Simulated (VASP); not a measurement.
Here is a VASP 6.6.1 calculation.

INCAR

```
SYSTEM = InP
ALGO = Normal ; EDIFF = 1E-7
ENCUT = 520 ; GGA = PE
ISIF = 2 ; ISMEAR = 0
LASPH = .True. ; LCHARG = .True.
LELF = .True. ; LREAL = .False.
LVHAR = .True. ; LWAVE = .False.
NBANDS = 16 ; NELM = 80
PREC = Accurate ; SIGMA = 0.15
```

Contents of KPOINTS:

```
k-points
0
Gamma
  16 16 16
  0 0 0
```

File POSCAR:

```
InP
1.0
    0.0000000000      3.0139298331      2.5618403581
    3.0139298331      0.0000000000      2.5618403581
    3.0139298331      3.0139298331      0.0000000000
In P
1 1
Direct
    0.0000000000      0.0000000000      0.0000000000
    0.5000000000      0.5000000000      0.5000000000
```

Potentials or basis: VASP PAW PBE potentials, release 64 (In_d, P).

Command:

```sh
$ cat potpaw_PBE.64/In_d/POTCAR potpaw_PBE.64/P/POTCAR > POTCAR
$ mpirun -np 1 vasp_std > vasp.out
```

(1) What does it give for the pressure?

(2) Predict the band gap on the k mesh.

Results:

(1) -2.0 GPa.

(2) zero (band 9 reaches 6.21 eV, above the bottom of band 10 at 3.48 eV).

Caveat: spin-orbit coupling is left out, which moves the levels of the heavy elements.
